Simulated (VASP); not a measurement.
A run of VASP 6.6.1:

The input INCAR:

```
SYSTEM = CdF2
  PREC = Accurate
  ENCUT = 700
  EDIFF = 1E-6
  ISMEAR = -1
  SIGMA = 0.02
  LREAL = .False.
  LASPH = .True.
  NELM = 120
  ALGO = Normal
  ISIF = 2
  LWAVE = .False.
  LCHARG = .True.
  GGA = PE
  LELF = .True.
  LVHAR = .True.
  NBANDS = 24
  GGA_COMPAT = .False.
```

File KPOINTS:

```
regular mesh
0
Gamma
  8 8 8
  0 0 0
```

File POSCAR:

```
CdF2
1.0
    0.1631095830      2.7611051209      2.7611051209
    2.7611051209      0.1631095830      2.7611051209
    2.7611051209      2.7611051209      0.1631095830
Cd F
1 2
Direct
    0.0000000000      0.0000000000      0.0000000000
    0.2472295944      0.2472295944      0.2472295944
    0.7527704056      0.7527704056      0.7527704056
```

Potentials or basis: VASP PAW PBE potentials, release 64 (Cd_sv_GW, F).

Launch:

```bash
$ cat potpaw_PBE.64/Cd_sv_GW/POTCAR potpaw_PBE.64/F/POTCAR > POTCAR
$ mpirun -np 1 vasp_std > vasp.out
```

Hardware: 1 thread of Intel(R) Xeon(R) Platinum 8259CL CPU @ 2.50GHz (Skylake/Cascade Lake), on a shared host.

Question: How long does it take, and how much memory?

Answer: It took 100 s on 1 thread of Intel(R) Xeon(R) Platinum 8259CL CPU @ 2.50GHz (Skylake/Cascade Lake), on a shared host, peak memory 0.27 GiB. Counts: scf iterations 14, k points 65.
